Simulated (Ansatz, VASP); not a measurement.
# Te2Pb in VASP and in Ansatz

```
Pb Te
1.0
     2.12700    1.22802    6.26421
    -2.12700    1.22802    6.26421
     0.00000   -2.45604    6.26421
Pb Te
1 2
Direct
  0.00000 0.00000 0.00000
  0.22975 0.22975 0.22975
  0.77025 0.77025 0.77025
```

Alike in both runs: task single point; functional PBEsol; k mesh 6 × 6 × 6; occupations fermi-dirac, width 0.05 eV; no spin polarisation.

|  | VASP | Ansatz |
| --- | --- | --- |
| version | VASP 6.6.1 | Ansatz 0.2.0 |
| potentials or method | VASP PAW PBE potentials, release 64 (Pb_d, Te) | plane waves |
| plane-wave cutoff (eV) | 520 | 420 |
| valence electrons in the cell | 26 | 46 |

Ansatz gave:

```
pressure (GPa)                     : -0.9
rms of the force components (eV/Å) : 0.070
```

Question: Estimate VASP's values.

Answer: Pressure (GPa): -1.0; rms of the force components (eV/Å): 0.073.

VASP's potentials were made for PBE, not for PBEsol. Atom by atom the forces differ by 0.003 eV/Å (rms over components). VASP's potentials hold 26 valence electrons a cell and Ansatz's 46, so a difference there can come from the potentials and not from the codes.

Spin-orbit coupling is off throughout.
